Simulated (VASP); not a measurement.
CuSb: single point with r2SCAN

Crystal: CuSb.

```
Cu Sb
1.0
     0.00000    2.90014    2.90014
     2.90014    0.00000    2.90014
     2.90014    2.90014    0.00000
Cu Sb
1 1
Direct
  0.00000 0.00000 0.00000
  0.25000 0.25000 0.25000
```

```yaml
Program: VASP 6.6.1
Task: single point
Functional: r2SCAN
Potentials_or_basis: VASP PAW PBE potentials, release 64 (Cu, Sb)
Cutoff: 660 eV
k_mesh: 10 × 10 × 10
Occupations: gaussian, width 0.05 eV
Spin: no spin polarisation
Dipole_correction: no
Further_INCAR_settings: ALGO = Normal; EDIFF = 1e-06; NBANDS = 15
```

- Pressure: 0.0 GPa
- Band gap on the k mesh: zero (bands 8 and 9 overlap by 4.08 eV)

Levels at points of the mesh, in eV from the Fermi level:
```
           k point  band 5  band 6  band 7  band 8  band 9  band 10  band 11  band 12
(0.00, 0.00, 0.00)   -3.05   -3.05    2.78    2.78    2.78     5.41     6.15     6.15
(0.50, 0.00, 0.00)   -3.02   -3.02   -2.86    1.24    1.24     4.69     6.82     6.82
(0.50, 0.50, 0.00)   -2.99   -2.89   -2.68   -0.86   -0.86     3.85     4.08    13.41
```

It took 77 s on 1 thread of Intel(R) Xeon(R) 6975P-C (Granite Rapids), on a shared host, peak memory 0.24 GiB.

Caveat: the PAW data sets were made with another functional, which shifts forces and pressure a little; spin-orbit coupling is left out, which moves the levels of the heavy elements.
